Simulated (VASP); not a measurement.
Wanted: the native input for a VASP 6.6.1 run.

| Property | Result |
| --- | --- |
| Task | single point |
| Functional | r2SCAN |
| Potentials or basis | VASP PAW PBE potentials, release 64 (Co, Al) |
| Cutoff | 520 eV |
| k mesh | 15 × 15 × 15 |
| Occupations | fermi-dirac, width 0.08 eV |
| Spin | no spin polarisation |
| Dipole correction | no |
| Further INCAR settings | ALGO = Normal; EDIFF = 1e-06; NBANDS = 13 |

The system is AlCo (rocksalt type).

```
Co Al
1.0
     0.00000    2.36819    2.36819
     2.36819    0.00000    2.36819
     2.36819    2.36819    0.00000
Co Al
1 1
Cartesian
  0.0000 0.0000 0.0000
  2.3682 2.3682 2.3682
```

These files were run (other wordings do the same):

POSCAR

```
AlCo
1.0
    0.0000000000      2.3681885747      2.3681885747
    2.3681885747      0.0000000000      2.3681885747
    2.3681885747      2.3681885747      0.0000000000
Co Al
1 1
Direct
    0.0000000000      0.0000000000      0.0000000000
    0.5000000000      0.5000000000      0.5000000000
```

INCAR.step1

```
ALGO = Normal
EDIFF = 1E-4
ENCUT = 520
GGA = PE
ISMEAR = -1
LASPH = True
LCHARG = False
LREAL = False
LWAVE = True
NBANDS = 13
NELM = 60
PREC = Accurate
SIGMA = 0.08
```

INCAR.step2

```
ALGO = Normal
EDIFF = 1E-6
ENCUT = 520
ISIF = 2
ISMEAR = -1
ISTART = 1
LASPH = True
LCHARG = True
LELF = True
LMIXTAU = True
LREAL = False
LVHAR = True
LWAVE = False
METAGGA = R2SCAN
NBANDS = 13
NELM = 60
PREC = Accurate
SIGMA = 0.08
```

KPOINTS

```
k-points
0
Gamma
  15 15 15
```

Potentials or basis: VASP PAW PBE potentials, release 64 (Co, Al).

Run with:

```bash
$ cat potpaw_PBE.64/Co/POTCAR potpaw_PBE.64/Al/POTCAR > POTCAR
$ cp INCAR.step1 INCAR
$ mpirun -np 1 vasp_std > vasp.out
$ cp INCAR.step2 INCAR
$ mpirun -np 1 vasp_std > vasp.out
```

Results of the run:

| Property | Result |
| --- | --- |
| Pressure | -0.2 GPa |
| Band gap on the k mesh | zero (bands 6 and 7 overlap by 0.08 eV) |

Caveat: the PAW data sets were made with another functional, which shifts forces and pressure a little; the run has no spin polarisation, though such a crystal can be magnetic.

It took 4.2 min on 1 thread of Intel Xeon 8259CL (shared host), peak memory 0.2 GiB.
